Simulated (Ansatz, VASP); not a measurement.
# GaIr2: VASP beside Ansatz

Contents of INCAR:

```
  PREC = Accurate
  ENCUT = 520
  EDIFF = 1E-6
  ISMEAR = 0
  SIGMA = 0.1
  LREAL = False
  LASPH = True
  NELM = 100
  ALGO = Normal
  ISIF = 2
  LWAVE = False
  LCHARG = False
  GGA = PE
  NBANDS = 40
```

Contents of KPOINTS:

```
regular mesh
0
Gamma
  4 4 4
```

POSCAR

```
GaIr2
1.0
    0.0000000000      3.5513719684      3.5513719684
    3.5513719684      0.0000000000      3.5513719684
    3.5513719684      3.5513719684      0.0000000000
Ga Ir
2 4
Direct
    0.0000000000      0.0000000000      0.0000000000
    0.2500000000      0.2500000000      0.2500000000
    0.6250000000      0.6250000000      0.6250000000
    0.1250000000      0.6250000000      0.6250000000
    0.6250000000      0.6250000000      0.1250000000
    0.6250000000      0.1250000000      0.6250000000
```

Input for Ansatz:

```yaml
crystal:
  lattice:
    - [0.0, 3.5513719684, 3.5513719684]
    - [3.5513719684, 0.0, 3.5513719684]
    - [3.5513719684, 3.5513719684, 0.0]
  atoms:
    - { symbol: Ga, position: [0.0, 0.0, 0.0] }
    - { symbol: Ga, position: [0.25, 0.25, 0.25] }
    - { symbol: Ir, position: [0.625, 0.625, 0.625] }
    - { symbol: Ir, position: [0.125, 0.625, 0.625] }
    - { symbol: Ir, position: [0.625, 0.625, 0.125] }
    - { symbol: Ir, position: [0.625, 0.125, 0.625] }
basis:
  ecutwfc: 420
kpoints:
  mp_grid: { grid: [4, 4, 4] }
hamiltonian:
  xc: pbe
scf:
  occupations: { method: gaussian, width: 0.1 }
  lower_state_search: "off"
output:
  forces: true
  stress: true
  eigenvalues: true
```

Alike in both runs: task single point; functional PBE; k mesh 4 × 4 × 4; occupations gaussian, width 0.1 eV; no spin polarisation.

|  | VASP | Ansatz |
| --- | --- | --- |
| version | VASP 6.6.1 | Ansatz 0.2.0 |
| potentials or method | VASP PAW PBE potentials, release 64 (Ga_d, Ir), cutoff 520 eV | scalar-relativistic, plane waves, PAW |
| valence electrons in the cell | 62 | 94 |

Ansatz gave:

| Item | Value |
| --- | --- |
| gap on the k mesh at the Fermi level (eV) | none |
| pressure (GPa) | 27.1 |

Question: Estimate VASP's values.

Answer: gap on the k mesh at the Fermi level (eV): none; pressure (GPa): 27.7.

A gap of «none» marks a metal or a gap that the smearing closes. VASP's potentials hold 62 valence electrons a cell and Ansatz's 94, so a difference there can come from the potentials and not from the codes.

The k mesh is coarse, so the values compare programs but aren't converged. Spin-orbit coupling is off throughout.
